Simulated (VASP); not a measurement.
A run of VASP 6.6.1:

Contents of INCAR:

```
  PREC = Accurate
  ENCUT = 600
  EDIFF = 1E-6
  ISMEAR = -1
  SIGMA = 0.05
  LREAL = False
  LASPH = True
  NELM = 60
  ALGO = Normal
  ISIF = 3
  LWAVE = False
  LCHARG = False
  GGA = PE
  IBRION = 2
  NSW = 40
  EDIFFG = -0.005
```

The input KPOINTS:

```
Automatic mesh
0
Gamma
  14 14 11
```

File POSCAR:

```
AgB2
1.0
    3.0211797805      0.0000000000      0.0000000000
   -1.5105898903      2.6164184393      0.0000000000
    0.0000000000      0.0000000000      4.0626616814
Ag B
1 2
Direct
    0.0000000000      0.0000000000      0.0000000000
    0.3333333333      0.6666666667      0.5000000000
    0.6666666667      0.3333333333      0.5000000000
```

Potentials or basis: VASP PAW PBE potentials, release 64 (Ag, B).

Run with:

```sh
$ cat potpaw_PBE.64/Ag/POTCAR potpaw_PBE.64/B/POTCAR > POTCAR
$ mpirun -np 1 vasp_std > vasp.out
```

Hardware: 1 thread of Intel Xeon 8259CL (shared host).

Task: How long does it take, and how much memory?

Result: Run time: 110 s on 1 thread of Intel Xeon 8259CL (shared host), peak memory 0.21 GiB. Counts: scf iterations 23, k points 144, ion steps 3.
